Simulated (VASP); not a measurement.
# BN (F-43m) in VASP: vibrations by perturbation theory with LDA

Aim: the vibrations by perturbation theory of BN with LDA.

All numbers are computed with VASP 6.6.1; they aren't measurements. Logs are shortened: lines on timing, memory, paths and dates and some standing lists are left out, and cuts for length are marked.

### Step 1. The cell of the first run

It takes space group F-43m (No. 216, cubic). Conventional cell: a = 3.480 Å, b = 3.480 Å, c = 3.480 Å, α = 90.00°, β = 90.00°, γ = 90.00°. B (site symmetry -43m) has 4 N at 1.51 Å within 2.0 Å. Within 2.0 Å of N (site symmetry -43m) lie 4 B at 1.51 Å.

### Step 2. Vibrations by perturbation theory, LDA

INCAR

```
  PREC = Accurate
  ENCUT = 520
  EDIFF = 1E-8
  ISMEAR = 0
  SIGMA = 0.01
  LREAL = False
  LASPH = True
  NELM = 60
  ALGO = Normal
  ISIF = 2
  LWAVE = False
  LCHARG = True
  NBANDS = 11
  IBRION = 8
  NSW = 1
  LEPSILON = True
```

KPOINTS

```
regular mesh
0
Gamma
  12 12 12
```

POSCAR

```
BN
1.0
    1.2304490124      0.7104000685      2.0093148258
   -1.2304490124      0.7104000685      2.0093148258
    0.0000000000     -1.4208001371      2.0093148257
B N
1 1
Direct
    1.0412164869      1.0412164869      1.0412164869
    0.2912165131      0.2912165131      0.2912165131
```

Potentials or basis: VASP PAW LDA potentials, release 64 (B, N).

Launch:

```console
> cat potpaw_LDA.64/B/POTCAR potpaw_LDA.64/N/POTCAR > POTCAR
> mpirun -np 1 vasp_std > vasp.out
```

OUTCAR:

```text
PREC = Accurate
   ENCUT = 520
   EDIFF = 1E-8
   ISMEAR = 0
   LREAL = False
   LASPH = True
   NELM = 60
   ISIF = 2
   IBRION = 8
   NSW = 1
   LEPSILON = True

 ion  position               nearest neighbor table
   1  0.041  0.041  0.041-   2 1.51   2 1.51   2 1.51   2 1.51
   2  0.291  0.291  0.291-   1 1.51   1 1.51   1 1.51   1 1.51

  LATTYP: Found a face centered cubic cell.
 ALAT       =     3.4802353652

  Lattice vectors:

 A1 = (   1.2304490124,   0.7104000685,   2.0093148258)
 A2 = (  -1.2304490124,   0.7104000685,   2.0093148258)
 A3 = (   0.0000000000,  -1.4208001371,   2.0093148257)

Analysis of symmetry for initial positions (statically):
=====================================================================
 Subroutine PRICEL returns:
 Original cell was already a primitive cell.

 Routine SETGRP: Setting up the symmetry group for a
 face centered cubic supercell.

 Subroutine GETGRP returns: Found 24 space group operations
 (whereof  6 operations were pure point group operations)
 out of a pool of 48 trial point group operations.

The static configuration has the point symmetry C_3v.
 The point group associated with its full space group is T_d .

Analysis of symmetry for dynamics (positions and initial velocities):
=====================================================================
 Subroutine PRICEL returns:
 Original cell was already a primitive cell.

 Routine SETGRP: Setting up the symmetry group for a
 face centered cubic supercell.

 Subroutine GETGRP returns: Found 24 space group operations
 (whereof  6 operations were pure point group operations)
 out of a pool of 48 trial point group operations.

The dynamic configuration has the point symmetry C_3v.
 The point group associated with its full space group is T_d .

 Subroutine INISYM returns: Found 24 space group operations
 (whereof  6 operations are pure point group operations),
 and found     1 'primitive' translations

----------------------------------------------------------------------------------------

                                     Primitive cell

  volume of cell :      10.5382

  direct lattice vectors                    reciprocal lattice vectors
     1.230449012  0.710400069  2.009314826     0.406355725  0.234609587  0.165894030
    -1.230449012  0.710400069  2.009314826    -0.406355725  0.234609587  0.165894030
     0.000000000 -1.420800137  2.009314826     0.000000000 -0.469219174  0.165894030

  length of vectors
     2.460898027  2.460898027  2.460898027     0.497682090  0.497682090  0.497682090

  position of ions in fractional coordinates (direct lattice)
     0.041216487  0.041216487  0.041216487
     0.291216513  0.291216513  0.291216513

  ion indices of the primitive-cell ions
   primitive index   ion index
                 1           1
                 2           2

----------------------------------------------------------------------------------------

 KPOINTS: regular mesh

Automatic generation of k-mesh.
 Grid dimensions read from file:
 generate k-points for:   12   12   12

[... 486 lines left out ...]

 Free energy of the ion-electron system (eV)
  ---------------------------------------------------
  ---------------------------------------------------
  free energy    TOTEN  =        -0.10753135 eV

  energy without entropy =       -0.10753135

------------------------ aborting loop because EDIFF is reached ----------------------------------------

--------------------------------------- Ionic step        2  -------------------------------------------

------------------------ aborting loop because EDIFF is reached ----------------------------------------

--------------------------------------- Ionic step        3  -------------------------------------------

------------------------ aborting loop because EDIFF is reached ----------------------------------------

 PIEZOELECTRIC TENSOR FIELD DIRECTION 3  (e Angst)
 -----------------------------------------------------------------------------
     0.39048  0.00000 -0.00000           (  0.00535  0.00000  0.00000)
     0.00000  0.39048  0.00000           (  0.00000  0.00535  0.00000)
     0.00000  0.00000 -0.78146           (  0.00000  0.00000 -0.01072)

 PIEZOELECTRIC TENSOR FIELD DIRECTION 3  (C/m^2)
 -----------------------------------------------------------------------------
     0.59367  0.00000 -0.00000
     0.00000  0.59367  0.00000
     0.00000  0.00000 -1.18810

--------------------------------------- Ionic step        4  -------------------------------------------

------------------------ aborting loop because EDIFF is reached ----------------------------------------

[... ionic steps 5 to 6 ...]

--------------------------------------- Ionic step        7  -------------------------------------------

 Free energy of the ion-electron system (eV)
  ---------------------------------------------------
  ---------------------------------------------------
  free energy    TOTEN  =        -0.22889924 eV

  energy without entropy =       -0.22889924

------------------------ aborting loop because EDIFF is reached ----------------------------------------

 INTERNAL STRAIN TENSOR  FOR ION    2  DIRECTION 1   (eV/Angst):
 -----------------------------------------------------------------------------
    -0.00334  6.20648  4.38865
     6.20340  0.00319  0.00096
     4.38647  0.00096  0.00251

 MACROSCOPIC STATIC DIELECTRIC TENSOR (including local field effects in DFT)
 ------------------------------------------------------
           4.497847    -0.000000    -0.000000
           0.000000     4.497847     0.000000
           0.000000     0.000000     4.497847
 ------------------------------------------------------

 PIEZOELECTRIC TENSOR (including local field effects)  for field in x, y, z        (e  Angst)
          XX          YY          ZZ          XY          YZ          ZX
  --------------------------------------------------------------------------------
  x     0.00000    -0.00000    -0.00000     0.55289     0.00000     0.39095
  y     0.55289    -0.55289     0.00000     0.00000     0.39095    -0.00000
  z     0.39095     0.39095    -0.78190    -0.00000     0.00000     0.00000

 PIEZOELECTRIC TENSOR (including local field effects)  for field in x, y, z        (C/m^2)
          XX          YY          ZZ          XY          YZ          ZX
  --------------------------------------------------------------------------------
  x     0.00000    -0.00000    -0.00000     0.84058     0.00000     0.59438
  y     0.84058    -0.84058     0.00000     0.00000     0.59438    -0.00000
  z     0.59438     0.59438    -1.18877    -0.00000     0.00000     0.00000

 BORN EFFECTIVE CHARGES (including local field effects) (in |e|, cummulative output)
 ---------------------------------------------------------------------------------
 ion    1
    1     1.83164     0.00000    -0.00000
    2     0.00000     1.83164     0.00000
    3     0.00000     0.00000     1.83164
 ion    2
    1    -1.83164    -0.00000     0.00000
    2     0.00000    -1.83164    -0.00000
    3     0.00000    -0.00000    -1.83164

 INTERNAL STRAIN TENSOR FOR ION    2 for displacements in x,y,z  (eV/Angst):
          X           Y           Z          XY          YZ          ZX
  --------------------------------------------------------------------------------
  x     0.00000     0.00000     0.00000     6.20494     0.00000     4.38756
  y     6.20494    -6.20494     0.00000     0.00000     4.38756     0.00000
  z     4.38756     4.38756    -8.77511    -0.00000     0.00000    -0.00000

 SECOND DERIVATIVES (NOT SYMMETRIZED)
 ------------------------------------
               1X          1Y          1Z          2X          2Y          2Z
  1X   -31.523079   -0.000000   -0.000000   31.523079    0.000000    0.000000
  1Y    -0.000000  -31.523079   -0.000000    0.000000   31.523079    0.000000
  1Z     0.000000   -0.000000  -31.523079    0.000000    0.000000   31.523079
  2X    31.523350   -0.000000   -0.000000  -31.523350    0.000000    0.000000
  2Y    -0.000000   31.523350    0.000000    0.000000  -31.523350   -0.000000
  2Z     0.000000    0.000000   31.523350    0.000000   -0.000000  -31.523350

 Eigenvectors and eigenvalues of the dynamical matrix
 ----------------------------------------------------

   1 f  =   35.537288 THz   223.287365 2PiTHz 1185.396325 cm-1   146.970347 meV
             X         Y         Z           dx          dy          dz
      0.000000 -0.000000  0.248451     0.000000    0.009135    0.751131
      0.000000 -0.000000  1.755437    -0.000000   -0.008027   -0.660041
[... 21 lines left out ...]
   6 f/i=    0.000076 THz     0.000477 2PiTHz    0.002534 cm-1     0.000314 meV
             X         Y         Z           dx          dy          dz
      0.000000 -0.000000  0.248451     0.004641    0.011402   -0.659975
      0.000000 -0.000000  1.755437     0.005281    0.012976   -0.751056

--------------------------------------------------------------------------------------------------------

 MACROSCOPIC STATIC DIELECTRIC TENSOR IONIC CONTRIBUTION
 ------------------------------------------------------
           1.827472    -0.000000    -0.000000
          -0.000000     1.827472     0.000000
          -0.000000     0.000000     1.827472
 ------------------------------------------------------

 ELASTIC MODULI CONTR FROM IONIC RELAXATION (kBar)
 Direction    XX          YY          ZZ          XY          YZ          ZX
 --------------------------------------------------------------------------------
 XX        -271.9168     90.6389    181.2779      0.0000   -128.1828      0.0000
 YY          90.6389   -271.9168    181.2779     -0.0000    128.1828     -0.0000
 ZZ         181.2779    181.2779   -362.5557     -0.0000      0.0000      0.0000
 XY           0.0000     -0.0000     -0.0000   -181.2779      0.0000   -128.1828
 YZ        -128.1828    128.1828      0.0000      0.0000    -90.6389      0.0000
 ZX           0.0000     -0.0000      0.0000   -128.1828      0.0000    -90.6389
 --------------------------------------------------------------------------------

 PIEZOELECTRIC TENSOR IONIC CONTR  for field in x, y, z        (C/m^2)
          XX          YY          ZZ          XY          YZ          ZX
  --------------------------------------------------------------------------------
  x     0.00000    -0.00000    -0.00000    -0.54159     0.00000    -0.38296
  y    -0.54159     0.54159    -0.00000     0.00000    -0.38296     0.00000
  z    -0.38296    -0.38296     0.76592     0.00000    -0.00000    -0.00000
```

It took 2.7 min on 1 thread of Intel Xeon 6975P-C, shared host; peak memory 0.23 GiB.

What came out:

```yaml
Electronic_dielectric_tensor_diagonal: 4.50
Born_charges_mean_of_the_diagonal: B +1.83; N -1.83 e
Highest_phonon_frequency_at_Γ_LO-TO_splitting_left_out: 1185 cm⁻¹
```

Phonon frequencies in cm⁻¹ (negative: imaginary):
| q point | frequencies |
| --- | --- |
| (0.000, 0.000, 0.000) | 0 0 0 1185 1185 1185 |

Electronic dielectric tensor:
```
4.50 0.00 0.00
0.00 4.50 0.00
0.00 0.00 4.50
```

Born effective charge tensors (e):
atom 1, B
```
1.83 0.00 0.00
0.00 1.83 0.00
0.00 0.00 1.83
```
atom 2, N
```
-1.83  0.00  0.00
 0.00 -1.83  0.00
 0.00  0.00 -1.83
```

Caveat: the cell wasn't relaxed at this level first, which shifts response properties.
